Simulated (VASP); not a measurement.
# TaN (Fm-3m) in VASP: notebook

The runs below take TaN through single point, with PBE.

All numbers are computed with VASP 6.6.1; they aren't measurements. Logs are shortened: lines on timing, memory, paths and dates and some standing lists are left out, and cuts for length are marked.

## 1. The cell of the first run

The structure is cubic, space group Fm-3m (No. 225). The conventional cell has a = 4.446 Å, b = 4.446 Å, c = 4.446 Å, α = 90.00°, β = 90.00°, γ = 90.00°. Within 2.9 Å of Ta (site symmetry m-3m) lie 6 N at 2.22 Å. Within 2.9 Å of N (site symmetry m-3m) lie 6 Ta at 2.22 Å.

## 2. Single point, PBE, non-collinear spin, typed start, spin-orbit coupling (10.99 Å³/atom)

File INCAR:

```
SYSTEM = TaN
PREC = Accurate ; ENCUT = 520
EDIFF = 1E-6 ; ISMEAR = 0
SIGMA = 0.05 ; LREAL = .FALSE.
LASPH = .TRUE. ; NELM = 150
ALGO = Normal ; ISIF = 2
LWAVE = .FALSE. ; LCHARG = .FALSE.
LNONCOLLINEAR = .TRUE. ; MAGMOM = 0 0 0.05 0 0 0
LORBIT = 11 ; LSORBIT = .TRUE.
GGA_COMPAT = .FALSE. ; LORBMOM = .TRUE.
LMAXMIX = 4 ; GGA = PE
NBANDS = 28
```

File KPOINTS:

```
regular mesh
0
G
  14 14 14
  0 0 0
```

File POSCAR:

```
TaN
1.0
    0.0000000000      2.2230263823      2.2230263823
    2.2230263823      0.0000000000      2.2230263823
    2.2230263823      2.2230263823      0.0000000000
Ta N
1 1
Direct
    0.5000000000      0.5000000000      0.5000000000
    0.0000000000      0.0000000000      0.0000000000
```

Potentials or basis: VASP PAW PBE potentials, release 64 (Ta_pv, N).

On the command line:

```
$ cat potpaw_PBE.64/Ta_pv/POTCAR potpaw_PBE.64/N/POTCAR > POTCAR
$ mpirun -np 1 vasp_ncl > vasp.out
```

OUTCAR:

```text
SYSTEM = TaN
   PREC = Accurate
   ENCUT = 520
   EDIFF = 1E-6
   ISMEAR = 0
   LREAL = .FALSE.
   LASPH = .TRUE.
   NELM = 150
   ISIF = 2
   LNONCOLLINEAR = .TRUE.
   LORBIT = 11
   LSORBIT = .TRUE.
   GGA = PE

 ion  position               nearest neighbor table
   1  0.500  0.500  0.500-   2 2.22   2 2.22   2 2.22   2 2.22   2 2.22   2 2.22
   2  0.000  0.000  0.000-   1 2.22   1 2.22   1 2.22   1 2.22   1 2.22   1 2.22

  LATTYP: Found a face centered cubic cell.
 ALAT       =     4.4460527646

  Lattice vectors:

 A1 = (   0.0000000000,   2.2230263823,   2.2230263823)
 A2 = (   2.2230263823,   0.0000000000,   2.2230263823)
 A3 = (   2.2230263823,   2.2230263823,   0.0000000000)

Analysis of symmetry for initial positions (statically):
=====================================================================
 Subroutine PRICEL returns:
 Original cell was already a primitive cell.

 Routine SETGRP: Setting up the symmetry group for a
 face centered cubic supercell.

 Subroutine GETGRP returns: Found 48 space group operations
 (whereof 48 operations were pure point group operations)
 out of a pool of 48 trial point group operations.

The static configuration has the point symmetry O_h .

Analysis of symmetry for dynamics (positions and initial velocities):
=====================================================================
 Subroutine PRICEL returns:
 Original cell was already a primitive cell.

 Routine SETGRP: Setting up the symmetry group for a
 face centered cubic supercell.

 Subroutine GETGRP returns: Found 48 space group operations
 (whereof 48 operations were pure point group operations)
 out of a pool of 48 trial point group operations.

The dynamic configuration has the point symmetry O_h .

Analysis of structural, dynamic, and magnetic symmetry:
=====================================================================
 Subroutine PRICEL returns:
 Original cell was already a primitive cell.

 Routine SETGRP: Setting up the symmetry group for a
 face centered cubic supercell.

 Subroutine GETGRP returns: Found  8 space group operations
 (whereof  8 operations were pure point group operations)
 out of a pool of 48 trial point group operations.

The overall configuration has the point symmetry C_4h.

 Subroutine INISYM returns: Found  8 space group operations
 (whereof  8 operations are pure point group operations),
 and found     1 'primitive' translations

----------------------------------------------------------------------------------------

                                     Primitive cell

  volume of cell :      21.9717

  direct lattice vectors                    reciprocal lattice vectors
     0.000000000  2.223026382  2.223026382    -0.224918608  0.224918608  0.224918608
     2.223026382  0.000000000  2.223026382     0.224918608 -0.224918608  0.224918608
     2.223026382  2.223026382  0.000000000     0.224918608  0.224918608 -0.224918608

  length of vectors
     3.143834059  3.143834059  3.143834059     0.389570457  0.389570457  0.389570457

  position of ions in fractional coordinates (direct lattice)
     0.500000000  0.500000000  0.500000000
     0.000000000  0.000000000  0.000000000

  ion indices of the primitive-cell ions
   primitive index   ion index
                 1           1
                 2           2

----------------------------------------------------------------------------------------

 KPOINTS: regular mesh

Automatic generation of k-mesh.
 Grid dimensions read from file:
 generate k-points for:   14   14   14

 Generating k-lattice:

  Cartesian coordinates                     Fractional coordinates (reciprocal lattice)
    -0.016065615  0.016065615  0.016065615     0.071428571  0.000000000  0.000000000
     0.016065615 -0.016065615  0.016065615     0.000000000  0.071428571  0.000000000
     0.016065615  0.016065615 -0.016065615     0.000000000  0.000000000  0.071428571

  Length of vectors
     0.027826461  0.027826461  0.027826461

  Shift w.r.t. Gamma in fractional coordinates (k-lattice)
     0.000000000  0.000000000  0.000000000

 Subroutine IBZKPT returns following result:
 ===========================================

 Found    376 irreducible k-points:

 Following reciprocal coordinates:
            Coordinates               Weight
  0.000000  0.000000  0.000000      1.000000
  0.071429  0.000000  0.000000      8.000000
  0.142857  0.000000  0.000000      8.000000
  0.214286  0.000000  0.000000      8.000000
  0.285714  0.000000  0.000000      8.000000
  0.357143  0.000000  0.000000      8.000000
[... 16 lines left out ...]
  0.428571  0.071429  0.000000      8.000000
  0.000000  0.428571  0.071429      8.000000
 [... further k-points ...]
   k-points           NKPTS =    376   k-points in BZ     NKDIM =    376   number of bands    NBANDS=     28
   number of dos      NEDOS =    301   number of ions     NIONS =      2
[... 30 lines left out ...]
   EFERMI =   0.00;   METHOD = LEGACY
   ISMEAR =     0;   SIGMA  =   0.05  broadening in eV -4-tet -1-fermi 0-gaus
   EFERMI_NEDOS =   21; number of points for ismear=-14 and -15
   IALGO  =     38    algorithm
   IMIX   =      4    mixing-type and parameters
     AMIX     =   0.40;   BMIX     =  1.00
     AMIX_MAG =   1.60;   BMIX_MAG =  1.00
  volume/ion in A,a.u.               =      10.99        74.14
  Fermi-wavevector in a.u.,A,eV,Ry     =   1.472856  2.783294 29.515173  2.169304
  Thomas-Fermi vector in A             =   2.587820
   LORBIT       =     11    0 simple, 1 ext, 2 COOP (PROOUT), +10 PAW based schemes
   GGA     = PE    functional components
   LHFCALC =     F    Hartree Fock is set to
   AEXX    =    0.0000 exact exchange contribution
   IVDW    =     0    specifies the selected vdW correction
   LEPSILON=     F    determine dielectric tensor
   LRPA    =     F    only Hartree local field effects (RPA)
 Gauss-broadening in eV      SIGMA  =   0.05
  energy-cutoff  :      520.00
  volume of cell :       21.97
 maximum number of plane-waves:      1218
   NGX = 11   NGY = 11   NGZ = 11

 number of electron      16.0000000 magnetization       0.0000000      0.0000000      0.0500000

 number of electron      16.0000003 magnetization      -0.0000000     -0.0000000     -0.0000675

 number of electron      16.0000003 magnetization      -0.0000000      0.0000000      0.0001361

 number of electron      16.0000003 magnetization       0.0000000     -0.0000000     -0.0001423

 Free energy of the ion-electron system (eV)
  ---------------------------------------------------
  ext. energy  EPLUGINS =         0.00000000
  ---------------------------------------------------
  free energy    TOTEN  =       -22.49380865 eV

  energy without entropy =      -22.49294579  energy(sigma->0) =      -22.49337722

 E-fermi :   9.1096     XC(G=0): -13.2578

 val. band max:        9.0840537079   @ k =   0.2143  -0.2857   0.4286
 cond. band min:       9.1369452139   @ k =   0.0000  -0.2857   0.0714
 fundamental gap:      0.0528915060
 Fermi energy:         9.1095818479

 k-point     1 :       0.0000    0.0000    0.0000
  band No.  band energies     occupation
      1     -32.0678      1.00000
      2     -32.0677      1.00000
      3     -24.1548      1.00000
      4     -24.1547      1.00000
      5     -24.1547      1.00000
      6     -24.1546      1.00000
[... 733 lines left out ...]
     27      20.1091      0.00000
     28      20.1091      0.00000

 [... further k-points ...]

------------------------ aborting loop because EDIFF is reached ----------------------------------------

  FORCE on cell =-STRESS in cart. coord.  units (eV):
  Direction    XX          YY          ZZ          XY          YZ          ZX
  --------------------------------------------------------------------------------------
  -------------------------------------------------------------------------------------
  Total       -0.6640776     -0.6640776     -0.6640836      0.0000000      0.0000000      0.0000000
  in kB      -48.4245454    -48.4245454    -48.4249871      0.0000010      0.0000000      0.0000000
  external PRESSURE =     -48.4246926 kB  Pullay stress =       0.0000000 kB

 VOLUME and BASIS-vectors are now :
 -----------------------------------------------------------------------------
  energy-cutoff  :      520.00
  volume of cell :       21.97
      direct lattice vectors                 reciprocal lattice vectors
     0.000000000  2.223026382  2.223026382    -0.224918608  0.224918608  0.224918608
     2.223026382  0.000000000  2.223026382     0.224918608 -0.224918608  0.224918608
     2.223026382  2.223026382  0.000000000     0.224918608  0.224918608 -0.224918608

 POSITION                                       TOTAL-FORCE (eV/Angst)
 -----------------------------------------------------------------------------------
      2.22303      2.22303      2.22303        -0.000000     -0.000000      0.000000
      0.00000      0.00000      0.00000         0.000000      0.000000      0.000000
 -----------------------------------------------------------------------------------
    total drift:                               -0.000000     -0.000000     -0.000000

  FREE ENERGIE OF THE ION-ELECTRON SYSTEM (eV)
  ---------------------------------------------------
  free  energy   TOTEN  =       -22.4938086492 eV

  energy  without entropy=      -22.4929457899  energy(sigma->0) =      -22.49337722

 orbital moment (x)

 # of ion     p       d       tot
 ----------------------------------------
  1         0.000   0.000   0.000
  2         0.000   0.000   0.000
 ----------------------------------------
            0.000   0.000   0.000

 orbital moment (y)

 # of ion     p       d       tot
 ----------------------------------------
  1         0.000   0.000   0.000
  2         0.000   0.000   0.000
 ----------------------------------------
            0.000   0.000   0.000

 orbital moment (z)

 # of ion     p       d       tot
 ----------------------------------------
  1        -0.000   0.000   0.000
  2        -0.000   0.000  -0.000
 ----------------------------------------
           -0.000   0.000   0.000

 Spin-Orbit-Coupling matrix elements

 Ion:    1  E_soc:     -1.3334301
 l=   1
     0.0000000    -0.2030604    -0.2030605
    -0.2030604     0.0000000    -0.2030604
    -0.2030605    -0.2030604     0.0000000
 l=   2
     0.0000000    -0.0058378     0.0000000    -0.0058378    -0.0133401
    -0.0058378     0.0000000    -0.0100051    -0.0058378    -0.0033350
     0.0000000    -0.0100051     0.0000000    -0.0100051     0.0000000
    -0.0058378    -0.0058378    -0.0100051     0.0000000    -0.0033350
    -0.0133401    -0.0033350     0.0000000    -0.0033350     0.0000000
 l=   3
     0.0000000     0.0000000     0.0000000     0.0000000     0.0000000     0.0000000     0.0000000
     0.0000000     0.0000000     0.0000000     0.0000000     0.0000000     0.0000000     0.0000000
     0.0000000     0.0000000     0.0000000     0.0000000     0.0000000     0.0000000     0.0000000
     0.0000000     0.0000000     0.0000000     0.0000000     0.0000000     0.0000000     0.0000000
     0.0000000     0.0000000     0.0000000     0.0000000     0.0000000     0.0000000     0.0000000
     0.0000000     0.0000000     0.0000000     0.0000000     0.0000000     0.0000000     0.0000000
     0.0000000     0.0000000     0.0000000     0.0000000     0.0000000     0.0000000     0.0000000

 Ion:    2  E_soc:     -0.0004532
 l=   1
     0.0000000    -0.0000755    -0.0000755
    -0.0000755     0.0000000    -0.0000755
    -0.0000755    -0.0000755     0.0000000
 l=   2
     0.0000000     0.0000000     0.0000000     0.0000000     0.0000000
     0.0000000     0.0000000     0.0000000     0.0000000     0.0000000
     0.0000000     0.0000000     0.0000000     0.0000000     0.0000000
     0.0000000     0.0000000     0.0000000     0.0000000     0.0000000
     0.0000000     0.0000000     0.0000000     0.0000000     0.0000000
 l=   3
     0.0000000     0.0000000     0.0000000     0.0000000     0.0000000     0.0000000     0.0000000
     0.0000000     0.0000000     0.0000000     0.0000000     0.0000000     0.0000000     0.0000000
     0.0000000     0.0000000     0.0000000     0.0000000     0.0000000     0.0000000     0.0000000
     0.0000000     0.0000000     0.0000000     0.0000000     0.0000000     0.0000000     0.0000000
     0.0000000     0.0000000     0.0000000     0.0000000     0.0000000     0.0000000     0.0000000
     0.0000000     0.0000000     0.0000000     0.0000000     0.0000000     0.0000000     0.0000000
     0.0000000     0.0000000     0.0000000     0.0000000     0.0000000     0.0000000     0.0000000

 total charge

# of ion       s       p       d       tot
------------------------------------------
    1        0.266   6.204   2.412   8.882
    2        1.228   2.515   0.000   3.743
--------------------------------------------------
tot          1.494   8.719   2.412  12.624

 magnetization (x)

# of ion       s       p       d       tot
------------------------------------------
    1        0.000   0.000   0.000   0.000
    2        0.000   0.000   0.000   0.000
--------------------------------------------------
tot          0.000   0.000   0.000   0.000

 magnetization (y)

# of ion       s       p       d       tot
------------------------------------------
    1        0.000   0.000   0.000   0.000
    2        0.000   0.000   0.000   0.000
--------------------------------------------------
tot          0.000   0.000   0.000   0.000

 magnetization (z)

# of ion       s       p       d       tot
------------------------------------------
    1        0.000  -0.000   0.000   0.000
    2       -0.000  -0.000   0.000  -0.000
--------------------------------------------------
tot          0.000  -0.000   0.000   0.000
```

It took 3.1 min on 1 thread of AMD EPYC 9R45 (Zen 5), shared host; peak memory 0.42 GiB.

What came out:

* Free energy: -22.4938 eV
* Pressure: -4.8 GPa
* Net moment: 0.00 μB per cell
* Valence electrons inside the program's atomic spheres: Ta 8.88; N 3.74

Moments on the atoms (μB; x, y, z):
```
Ta  0.00 0.00 0.00
N   0.00 0.00 0.00
```

Caveat: the cell stands under tension.

## 3. Single point, PBE, non-collinear spin, typed start, spin-orbit coupling (11.20 Å³/atom)

This run uses another cell than the first one, of 11.20 Å³/atom.

File INCAR:

```
SYSTEM = TaN
PREC = Accurate
ENCUT = 520
EDIFF = 1E-6
ISMEAR = 0
SIGMA = 0.05
LREAL = .False.
LASPH = .True.
NELM = 150
ALGO = Normal
ISIF = 2
LWAVE = .False.
LCHARG = .True.
LNONCOLLINEAR = .True.
MAGMOM = 0 0 0.05 0 0 0
LORBIT = 11
LSORBIT = .True.
GGA_COMPAT = .False.
LORBMOM = .True.
LMAXMIX = 4
GGA = PE
LVHAR = .True.
NBANDS = 28
```

File KPOINTS:

```
regular mesh
0
Gamma
  14 14 14
  0 0 0
```

File POSCAR:

```
TaN
1.0
    0.0000000000      2.2374620230      2.2374620230
    2.2374620230      0.0000000000      2.2374620230
    2.2374620230      2.2374620230      0.0000000000
Ta N
1 1
Direct
    0.5000000000      0.5000000000      0.5000000000
    0.0000000000      0.0000000000      0.0000000000
```

Potentials or basis: VASP PAW PBE potentials, release 64 (Ta_pv, N).

On the command line:

```
$ cat potpaw_PBE.64/Ta_pv/POTCAR potpaw_PBE.64/N/POTCAR > POTCAR
$ mpirun -np 1 vasp_ncl > vasp.out
```

Wall time 3.1 min (1 thread of AMD EPYC 9R45 (Zen 5), shared host); peak memory 0.42 GiB.

The run converged. Its results:

```yaml
Free_energy: -22.4734 eV
Pressure: -10.5 GPa
Net_moment: 0.00 μB per cell
Valence_electrons_inside_the_program's_atomic_spheres: Ta 8.84; N 3.73
```

Moments on the atoms (μB; x, y, z):
```
Ta  0.00 0.00 0.00
N   0.00 0.00 0.00
```

Caveat: the cell stands under tension.
